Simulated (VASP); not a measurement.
A run of VASP 6.6.1 is set up as follows.

File INCAR:

```
SYSTEM = BN
PREC = Accurate ; ENCUT = 600
EDIFF = 1E-7 ; ISMEAR = 1
SIGMA = 0.05 ; LREAL = .FALSE.
LASPH = .TRUE. ; NELM = 120
ALGO = Normal ; ISIF = 3
LWAVE = .FALSE. ; LCHARG = .FALSE.
GGA = PE ; IBRION = 2
NSW = 80 ; EDIFFG = -0.01
PSTRESS = 100.0 ; GGA_COMPAT = .FALSE.
NELMIN = 4
```

Contents of KPOINTS:

```
regular mesh
0
G
  10 10 10
  0 0 0
```

POSCAR

```
BN
1.0
    0.0000000000      1.8075000000      1.8075000000
    1.8075000000      0.0000000000      1.8075000000
    1.8075000000      1.8075000000      0.0000000000
B N
1 1
Direct
    0.0000000000      0.0000000000      0.0000000000
    0.2500000000      0.2500000000      0.2500000000
```

Potentials or basis: VASP PAW PBE potentials, release 64 (B, N).

Command:

```bash
$ cat potpaw_PBE.64/B/POTCAR potpaw_PBE.64/N/POTCAR > POTCAR
$ mpirun -np 1 vasp_std > vasp.out
```

Task: What does it give for the space group after relaxing (to 0.05 Å)?

Result: F-43m (No. 216).

Task: What does it give for the relaxed cell?

Result: a = 2.541 Å, b = 2.541 Å, c = 2.541 Å, α = 60.00°, β = 60.00°, γ = 60.00°.

Task: Estimate the relaxed volume.

Result: 5.80 Å³/atom.

Step by step:
| step | energy change (eV) | largest force (eV/Å) | pressure (GPa) | volume (Å³) |
| --- | --- | --- | --- | --- |
| 1 | 0.0000 | 0.0000 | 3.01 | 11.81 |
| 2 | 0.0285 | 0.0000 | 18.46 | 11.38 |
| 3 | 0.0083 | 0.0000 | 9.98 | 11.60 |

Caveat: the cell is relaxed towards a set pressure, so the enthalpy falls and the energy may rise.
